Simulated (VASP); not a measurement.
A run of VASP 6.6.1 is set up as follows.

INCAR

```
SYSTEM = Pd
PREC = Accurate ; ENCUT = 600
EDIFF = 1E-7 ; ISMEAR = -1
SIGMA = 0.05 ; LREAL = .FALSE.
LASPH = .TRUE. ; NELM = 60
ALGO = Normal ; ISIF = 3
LWAVE = .FALSE. ; LCHARG = .FALSE.
GGA = PE ; IBRION = 2
NSW = 32 ; EDIFFG = -0.005
PSTRESS = 820.0
```

KPOINTS

```
Automatic mesh
0
G
  18 18 18
  0 0 0
```

The input POSCAR:

```
Pd
1.0
    0.0000000000      1.8145430673      1.8145430673
    1.8145430673      0.0000000000      1.8145430673
    1.8145430673      1.8145430673      0.0000000000
Pd
1
Direct
    0.0000000000      0.0000000000      0.0000000000
```

Potentials or basis: VASP PAW PBE potentials, release 64 (Pd).

Launch:

```console
$ cat potpaw_PBE.64/Pd/POTCAR > POTCAR
$ mpirun -np 1 vasp_std > vasp.out
```

Predict the relaxed cell.

a = 2.565 Å, b = 2.565 Å, c = 2.565 Å, α = 60.00°, β = 60.00°, γ = 60.00°.

Predict the band gap on the k mesh.

zero (bands 5 and 6 overlap by 2.29 eV).

What does it give for the relaxed volume?

11.93 Å³/atom.

Final structure:
```xyz
1
Lattice="0.0000 1.8138 1.8138 1.8138 0.0000 1.8138 1.8138 1.8138 0.0000" Properties=species:S:1:pos:R:3 pbc="T T T"
Pd    0.0000    0.0000    0.0000
```

Caveat: the cell is relaxed towards a set pressure, so the run minimises the enthalpy, not the energy.
